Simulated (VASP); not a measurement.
# C (Fd-3m) in VASP: notebook

C is run at these levels: PBEsol, revPBE, PBE, LDA; tasks: elastic constants, density of states, vibrations by perturbation theory, dielectric tensor.

Everything below comes from runs of VASP 6.6.1. Logs are shortened: lines on timing, memory, paths and dates and some standing lists are left out, and cuts for length are marked.

### Step 1. The cell of the first run

The structure is cubic, space group Fd-3m (No. 227). The conventional cell has a = 3.567 Å, b = 3.567 Å, c = 3.567 Å, α = 90.00°, β = 90.00°, γ = 90.00°. C (site symmetry -43m) has 4 C at 1.54 Å within 2.1 Å.

### Step 2. Elastic constants, PBEsol

File INCAR:

```
SYSTEM = C
PREC = Accurate
ENCUT = 600
EDIFF = 1E-8
ISMEAR = -1
SIGMA = 0.05
LREAL = .FALSE.
LASPH = .TRUE.
NELM = 80
ALGO = Normal
ISIF = 3
LWAVE = .FALSE.
LCHARG = .FALSE.
GGA = PS
NBANDS = 11
IBRION = 6
NFREE = 2
POTIM = 0.015
NSW = 1
```

File KPOINTS:

```
Automatic mesh
0
G
  10 10 10
  0 0 0
```

File POSCAR:

```
C
1.0
    0.0000000000      1.7833700000      1.7833700000
    1.7833700000      0.0000000000      1.7833700000
    1.7833700000      1.7833700000      0.0000000000
C
2
Direct
    0.7500000000      0.7500000000      0.7500000000
    0.5000000000      0.5000000000      0.5000000000
```

Potentials or basis: VASP PAW PBE potentials, release 64 (C).

Started as:

```bash
$ cat potpaw_PBE.64/C/POTCAR > POTCAR
$ mpirun -np 1 vasp_std > vasp.out
```

OUTCAR:

```text
SYSTEM = C
   PREC = Accurate
   ENCUT = 600
   EDIFF = 1E-8
   ISMEAR = -1
   LREAL = .FALSE.
   LASPH = .TRUE.
   NELM = 80
   ISIF = 3
   GGA = PS
   IBRION = 6
   NFREE = 2
   POTIM = 0.015
   NSW = 1

 ion  position               nearest neighbor table
   1  0.750  0.750  0.750-   2 1.54   2 1.54   2 1.54   2 1.54
   2  0.500  0.500  0.500-   1 1.54   1 1.54   1 1.54   1 1.54

  LATTYP: Found a face centered cubic cell.
 ALAT       =     3.5667400000

  Lattice vectors:

 A1 = (   0.0000000000,   1.7833700000,   1.7833700000)
 A2 = (   1.7833700000,   0.0000000000,   1.7833700000)
 A3 = (   1.7833700000,   1.7833700000,   0.0000000000)

Analysis of symmetry for initial positions (statically):
=====================================================================
 Subroutine PRICEL returns:
 Original cell was already a primitive cell.

 Routine SETGRP: Setting up the symmetry group for a
 face centered cubic supercell.

 Subroutine GETGRP returns: Found 48 space group operations
 (whereof 24 operations were pure point group operations)
 out of a pool of 48 trial point group operations.

The static configuration has the point symmetry T_d .
 The point group associated with its full space group is O_h .

Analysis of symmetry for dynamics (positions and initial velocities):
=====================================================================
 Subroutine PRICEL returns:
 Original cell was already a primitive cell.

 Routine SETGRP: Setting up the symmetry group for a
 face centered cubic supercell.

 Subroutine GETGRP returns: Found 48 space group operations
 (whereof 24 operations were pure point group operations)
 out of a pool of 48 trial point group operations.

The dynamic configuration has the point symmetry T_d .
 The point group associated with its full space group is O_h .

 Subroutine INISYM returns: Found 48 space group operations
 (whereof 24 operations are pure point group operations),
 and found     1 'primitive' translations

----------------------------------------------------------------------------------------

                                     Primitive cell

  volume of cell :      11.3437

  direct lattice vectors                    reciprocal lattice vectors
     0.000000000  1.783370000  1.783370000    -0.280368067  0.280368067  0.280368067
     1.783370000  0.000000000  1.783370000     0.280368067 -0.280368067  0.280368067
     1.783370000  1.783370000  0.000000000     0.280368067  0.280368067 -0.280368067

  length of vectors
     2.522066041  2.522066041  2.522066041     0.485611737  0.485611737  0.485611737

  position of ions in fractional coordinates (direct lattice)
     0.750000000  0.750000000  0.750000000
     0.500000000  0.500000000  0.500000000

  ion indices of the primitive-cell ions
   primitive index   ion index
                 1           1
                 2           2

----------------------------------------------------------------------------------------

 KPOINTS: Automatic mesh

Automatic generation of k-mesh.
 Grid dimensions read from file:
 generate k-points for:   10   10   10

 Generating k-lattice:

  Cartesian coordinates                     Fractional coordinates (reciprocal lattice)
    -0.028036807  0.028036807  0.028036807     0.100000000  0.000000000  0.000000000
     0.028036807 -0.028036807  0.028036807     0.000000000  0.100000000  0.000000000
     0.028036807  0.028036807 -0.028036807     0.000000000  0.000000000  0.100000000

[... 112 lines left out ...]
  Total       -0.3116011     -0.3116011     -0.3116011      0.0000000     -0.0000000     -0.0000000
  in kB      -44.0103886    -44.0103886    -44.0103886      0.0000000     -0.0000000     -0.0000000
  external PRESSURE =     -44.0103886 kB  Pullay stress =       0.0000000 kB
[... 89 lines left out ...]
  FREE ENERGIE OF THE ION-ELECTRON SYSTEM (eV)
  ---------------------------------------------------
  free  energy   TOTEN  =       -19.2493733721 eV

  energy  without entropy=      -19.2493733721  energy(sigma->0) =      -19.24937337

[... ionic steps 4 to 12 ...]

--------------------------------------- Ionic step       13  -------------------------------------------

 number of electron       7.9999999 magnetization

------------------------ aborting loop because EDIFF is reached ----------------------------------------
[... 67 lines left out ...]
--------------------------------------- Ionic step       15  -------------------------------------------

 number of electron       7.9999999 magnetization

 Free energy of the ion-electron system (eV)
  ---------------------------------------------------
  ext. energy  EPLUGINS =         0.00000000
  ---------------------------------------------------
  free energy    TOTEN  =       -19.24895891 eV

  energy without entropy =      -19.24895891  energy(sigma->0) =      -19.24895891

 E-fermi :  10.8073     XC(G=0): -13.4328

 val. band max:        9.9379039578   @ k =   0.0000   0.0000   0.0000
 cond. band min:      13.7397126770   @ k =   0.4000   0.4000   0.0000
 fundamental gap:      3.8018087192
 Fermi energy:        10.8072775731

 k-point     1 :       0.0000    0.0000    0.0000
  band No.  band energies     occupation
      1     -11.8136      2.00000
      2       9.4782      2.00000
      3       9.7112      2.00000
      4       9.9379      2.00000
      5      15.0465      0.00000
      6      15.2435      0.00000
      7      15.4512      0.00000
      8      23.0754      0.00000
      9      28.6645      0.00000
     10      36.1762      0.00000
     11      36.1774      0.00000
[... 309 lines left out ...]
 k-point    24 :       0.4000    0.3000    0.0000
  band No.  band energies     occupation
      1      -7.2084      2.00000
      2       1.5956      2.00000
      3       3.7516      2.00000
      4       4.3162      2.00000
      5      14.3605      0.00000
      6      17.5642      0.00000
      7      23.8015      0.00000
      8      23.8151      0.00000
      9      31.3818      0.00000
     10      32.3212      0.00000
     11      40.2016      0.00000

 [... further k-points ...]
[... 5 lines left out ...]
  --------------------------------------------------------------------------------------
  -------------------------------------------------------------------------------------
  Total       -0.3088508     -0.3047495     -0.3047495      0.0000000      0.0517806      0.0000000
  in kB      -43.6219326    -43.0426745    -43.0426745      0.0000000      7.3134669      0.0000000
  external PRESSURE =     -43.2357606 kB  Pullay stress =       0.0000000 kB
[... 17 lines left out ...]
  FREE ENERGIE OF THE ION-ELECTRON SYSTEM (eV)
  ---------------------------------------------------
  free  energy   TOTEN  =       -19.2489589144 eV

  energy  without entropy=      -19.2489589143  energy(sigma->0) =      -19.24895891

 INTERNAL STRAIN TENSORS FROM STRAINED CELLS
 ============================================

 INTERNAL STRAIN TENSOR FOR ION    1 for displacements in x,y,z  (eV/Angst):
          X           Y           Z          XY          YZ          ZX
  --------------------------------------------------------------------------------
  x     0.00000     0.00000     0.00000     0.00000    -3.45410    -0.00000
  y    -0.00000    -0.00000     0.00000     0.00000     0.00000    -3.45394
  z    -0.00000     0.00000    -0.00000    -3.45523     0.00000     0.00000

 INTERNAL STRAIN TENSORS FROM DISPLACED ATOMS
 ============================================

 INTERNAL STRAIN TENSOR FOR ION    1 for displacements in x,y,z  (eV/Angst):
          X           Y           Z          XY          YZ          ZX
  --------------------------------------------------------------------------------
  x     0.00000    -0.00000    -0.00000     0.00000    -3.45360     0.00000
  y     0.00000     0.00000     0.00000     0.00000     0.00000    -3.45360
  z    -0.00000    -0.00000     0.00000    -3.45360     0.00000     0.00000

 INTERNAL STRAIN TENSOR FOR ION    2 for displacements in x,y,z  (eV/Angst):
          X           Y           Z          XY          YZ          ZX
  --------------------------------------------------------------------------------
  x    -0.00000     0.00000     0.00000     0.00000     3.45360     0.00000
  y    -0.00000    -0.00000    -0.00000     0.00000     0.00000     3.45360
  z     0.00000     0.00000    -0.00000     3.45360     0.00000     0.00000

 Eigenvectors and eigenvalues of the dynamical matrix
 ----------------------------------------------------

   1 f  =   38.845284 THz   244.072118 2PiTHz 1295.739203 cm-1   160.651114 meV
             X         Y         Z           dx          dy          dz
      2.675055  2.675055  2.675055    -0.376939    0.037402    0.597091
      1.783370  1.783370  1.783370     0.376939   -0.037402   -0.597091
[... 11 lines left out ...]
   4 f  =    0.000000 THz     0.000002 2PiTHz    0.000011 cm-1     0.000001 meV
             X         Y         Z           dx          dy          dz
      2.675055  2.675055  2.675055    -0.465283   -0.519798    0.115418
      1.783370  1.783370  1.783370    -0.465283   -0.519798    0.115418

   5 f/i=    0.000000 THz     0.000002 2PiTHz    0.000009 cm-1     0.000001 meV
             X         Y         Z           dx          dy          dz
      2.675055  2.675055  2.675055    -0.529719    0.436355   -0.170271
      1.783370  1.783370  1.783370    -0.529719    0.436355   -0.170271

   6 f/i=    0.000001 THz     0.000004 2PiTHz    0.000020 cm-1     0.000002 meV
             X         Y         Z           dx          dy          dz
      2.675055  2.675055  2.675055    -0.053943    0.198504    0.676525
      1.783370  1.783370  1.783370    -0.053943    0.198504    0.676525

--------------------------------------------------------------------------------------------------------

 ELASTIC MODULI CONTR FROM IONIC RELAXATION (kBar)
 Direction    XX          YY          ZZ          XY          YZ          ZX
 --------------------------------------------------------------------------------
 XX          -0.0000      0.0000      0.0000     -0.0000      0.0000      0.0000
 YY           0.0000     -0.0000     -0.0000     -0.0000     -0.0000      0.0000
 ZZ           0.0000     -0.0000     -0.0000      0.0000     -0.0000      0.0000
 XY          -0.0000     -0.0000      0.0000    -45.4335      0.0000      0.0000
 YZ           0.0000     -0.0000     -0.0000      0.0000    -45.4335      0.0000
 ZX           0.0000      0.0000      0.0000      0.0000      0.0000    -45.4335
 --------------------------------------------------------------------------------

 TOTAL ELASTIC MODULI (kBar)
 Direction    XX          YY          ZZ          XY          YZ          ZX
 --------------------------------------------------------------------------------
 XX       10495.2478   1312.4625   1312.4625      0.0000      0.0000     -0.0000
 YY        1312.4625  10495.2478   1312.4625     -0.0000     -0.0000      0.0000
 ZZ        1312.4625   1312.4625  10495.2478     -0.0000      0.0000      0.0000
 XY           0.0000     -0.0000     -0.0000   5615.6867      0.0000      0.0000
 YZ           0.0000     -0.0000      0.0000      0.0000   5615.6867      0.0000
 ZX          -0.0000      0.0000      0.0000      0.0000      0.0000   5615.6867
 --------------------------------------------------------------------------------
```

It took 2.3 min on 1 thread of Intel Xeon 6975P-C, shared host; peak memory 0.18 GiB.

Results:

- Elastic constants C11, C12, C44: 1050, 131, 562 GPa
- Voigt bulk modulus: 437 GPa
- Highest phonon frequency at Γ: 1296 cm⁻¹

Phonon frequencies in cm⁻¹ (negative: imaginary):
```
              q point           frequencies
(0.000, 0.000, 0.000)  0 0 0 1296 1296 1296
```

Elastic tensor in Voigt notation (GPa, in the Cartesian axes of the cell as first typed):
```
1050  131  131    0    0    0
 131 1050  131    0    0    0
 131  131 1050    0    0    0
   0    0    0  562    0    0
   0    0    0    0  562    0
   0    0    0    0    0  562
```

Clamped-ion elastic tensor (GPa):
```
1050  131  131    0    0    0
 131 1050  131    0    0    0
 131  131 1050    0    0    0
   0    0    0  566    0    0
   0    0    0    0  566    0
   0    0    0    0    0  566
```

Caveat: the cell is under stress, which shifts elastic constants; the PAW data sets were made with another functional, which shifts forces and pressure a little.

### Step 3. Density of states, revPBE

POSCAR is that of step 2.

File INCAR.step1:

```
ALGO     = Normal         # electronic algorithm
EDIFF    = 1E-6           # SCF threshold, eV
ENCUT    = 520            # plane-wave cutoff, eV
GGA      = RE             # functional
ISIF     = 2              # what is computed and relaxed
ISMEAR   = -1             # smearing method
LASPH    = True           # aspherical terms in the spheres
LCHARG   = True           # write CHGCAR
LREAL    = False          # projectors in reciprocal space
LWAVE    = False          # write WAVECAR
NBANDS   = 11             # bands
NELM     = 60             # most SCF steps
PREC     = Accurate       # precision mode
SIGMA    = 0.05           # smearing width, eV
```

File KPOINTS.step1:

```
k-points
0
Gamma
  7 7 7
```

File INCAR.step2:

```
ALGO     = Normal         # electronic algorithm
EDIFF    = 1E-6           # SCF threshold, eV
ENCUT    = 520            # plane-wave cutoff, eV
GGA      = RE             # functional
ICHARG   = 11             # starting density
ISIF     = 2              # what is computed and relaxed
ISMEAR   = -5             # smearing method
LASPH    = True           # aspherical terms in the spheres
LCHARG   = False          # write CHGCAR
LORBIT   = 11             # projections on sites
LREAL    = False          # projectors in reciprocal space
LWAVE    = False          # write WAVECAR
NEDOS    = 2001           # points of the DOS
NELM     = 60             # most SCF steps
PREC     = Accurate       # precision mode
SIGMA    = 0.05           # smearing width, eV
```

File KPOINTS.step2:

```
k-points
0
Gamma
  11 11 11
```

Potentials or basis: VASP PAW PBE potentials, release 64 (C).

Started as:

```bash
$ cat potpaw_PBE.64/C/POTCAR > POTCAR
$ cp INCAR.step1 INCAR
$ cp KPOINTS.step1 KPOINTS
$ mpirun -np 1 vasp_std > vasp.out
$ cp INCAR.step2 INCAR
$ cp KPOINTS.step2 KPOINTS
$ mpirun -np 1 vasp_std > vasp.out
```

OUTCAR:

```text
EDIFF = 1E-6
   ENCUT = 520
   GGA = RE
   ICHARG = 11
   ISIF = 2
   ISMEAR = -5
   LASPH = True
   LORBIT = 11
   LREAL = False
   NELM = 60
   PREC = Accurate

 ion  position               nearest neighbor table
   1  0.750  0.750  0.750-   2 1.54   2 1.54   2 1.54   2 1.54
   2  0.500  0.500  0.500-   1 1.54   1 1.54   1 1.54   1 1.54

  LATTYP: Found a face centered cubic cell.
 ALAT       =     3.5667400000

  Lattice vectors:

 A1 = (   0.0000000000,   1.7833700000,   1.7833700000)
 A2 = (   1.7833700000,   0.0000000000,   1.7833700000)
 A3 = (   1.7833700000,   1.7833700000,   0.0000000000)

Analysis of symmetry for initial positions (statically):
=====================================================================
 Subroutine PRICEL returns:
 Original cell was already a primitive cell.

 Routine SETGRP: Setting up the symmetry group for a
 face centered cubic supercell.

 Subroutine GETGRP returns: Found 48 space group operations
 (whereof 24 operations were pure point group operations)
 out of a pool of 48 trial point group operations.

The static configuration has the point symmetry T_d .
 The point group associated with its full space group is O_h .

Analysis of symmetry for dynamics (positions and initial velocities):
=====================================================================
 Subroutine PRICEL returns:
 Original cell was already a primitive cell.

 Routine SETGRP: Setting up the symmetry group for a
 face centered cubic supercell.

 Subroutine GETGRP returns: Found 48 space group operations
 (whereof 24 operations were pure point group operations)
 out of a pool of 48 trial point group operations.

The dynamic configuration has the point symmetry T_d .
 The point group associated with its full space group is O_h .

 Subroutine INISYM returns: Found 48 space group operations
 (whereof 24 operations are pure point group operations),
 and found     1 'primitive' translations

----------------------------------------------------------------------------------------
[... 120 lines left out ...]
   GGA     = RE    functional components
   LHFCALC =     F    Hartree Fock is set to
   AEXX    =    0.0000 exact exchange contribution
   IVDW    =     0    specifies the selected vdW correction
   LEPSILON=     F    determine dielectric tensor
   LRPA    =     F    only Hartree local field effects (RPA)
 non-spin polarized calculation
 Fermi weights with tetrahedron method with Bloechl corrections
  energy-cutoff  :      520.00
  volume of cell :       11.34
 maximum number of plane-waves:       316

 number of electron       7.9999999 magnetization

 Free energy of the ion-electron system (eV)
  ---------------------------------------------------
  ext. energy  EPLUGINS =         0.00000000
  ---------------------------------------------------
  free energy    TOTEN  =       -17.37596463 eV

  energy without entropy =      -17.37596463  energy(sigma->0) =      -17.37596463

 E-fermi :   9.8328     XC(G=0): -13.1910

 val. band max:        9.8243001294   @ k =   0.0000   0.0000   0.0000
 cond. band min:      13.9436654660   @ k =   0.3636   0.3636   0.0000
 fundamental gap:      4.1193653366
 Fermi energy:         9.8327645535

 k-point     1 :       0.0000    0.0000    0.0000
  band No.  band energies     occupation
      1     -11.7157      2.00000
      2       9.8243      2.00000
      3       9.8243      2.00000
      4       9.8243      2.00000
      5      15.4159      0.00000
      6      15.4159      0.00000
      7      15.4159      0.00000
      8      23.1107      0.00000
[... 243 lines left out ...]
 k-point    24 :      -0.1818    0.1818    0.0000
  band No.  band energies     occupation
      1      -9.3048      2.00000
      2       3.5018      2.00000
      3       4.4491      2.00000
      4       8.1772      2.00000
      5      17.8353      0.00000
      6      18.4747      0.00000
      7      19.7027      0.00000
      8      23.5073      0.00000

 [... further k-points ...]
[... 5 lines left out ...]
  --------------------------------------------------------------------------------------
  -------------------------------------------------------------------------------------
  Total        0.4919555      0.4919555      0.4919555     -0.0000000     -0.0000000     -0.0000000
  in kB       69.4835524     69.4835524     69.4835524     -0.0000000     -0.0000000     -0.0000000
  external PRESSURE =      69.4835524 kB  Pullay stress =       0.0000000 kB

 VOLUME and BASIS-vectors are now :
 -----------------------------------------------------------------------------
  energy-cutoff  :      520.00
  volume of cell :       11.34
      direct lattice vectors                 reciprocal lattice vectors
     0.000000000  1.783370000  1.783370000    -0.280368067  0.280368067  0.280368067
     1.783370000  0.000000000  1.783370000     0.280368067 -0.280368067  0.280368067
     1.783370000  1.783370000  0.000000000     0.280368067  0.280368067 -0.280368067

 POSITION                                       TOTAL-FORCE (eV/Angst)
 -----------------------------------------------------------------------------------
      2.67505      2.67505      2.67505        -0.000000     -0.000000     -0.000000
      1.78337      1.78337      1.78337         0.000000      0.000000      0.000000
 -----------------------------------------------------------------------------------
    total drift:                               -0.000000     -0.000000      0.000000

  FREE ENERGIE OF THE ION-ELECTRON SYSTEM (eV)
  ---------------------------------------------------
  free  energy   TOTEN  =       -17.3759646316 eV

  energy  without entropy=      -17.3759646316  energy(sigma->0) =      -17.37596463

 total charge

# of ion       s       p       d       tot
------------------------------------------
    1        0.835   1.745   0.000   2.581
    2        0.835   1.745   0.000   2.581
--------------------------------------------------
tot          1.671   3.491   0.000   5.162
```

It took 5.7 s on 1 thread of Intel Xeon Platinum 8259CL at 2.50GHz (Skylake/Cascade Lake), shared host; peak memory 0.12 GiB.

Results:

```
Valence electrons inside the program's atomic spheres : C 2.58
```

Caveat: the k points lie up to 0.44 Å⁻¹ apart; the PAW data sets were made with another functional, which shifts forces and pressure a little.

(Continued in part 2 of 2.)
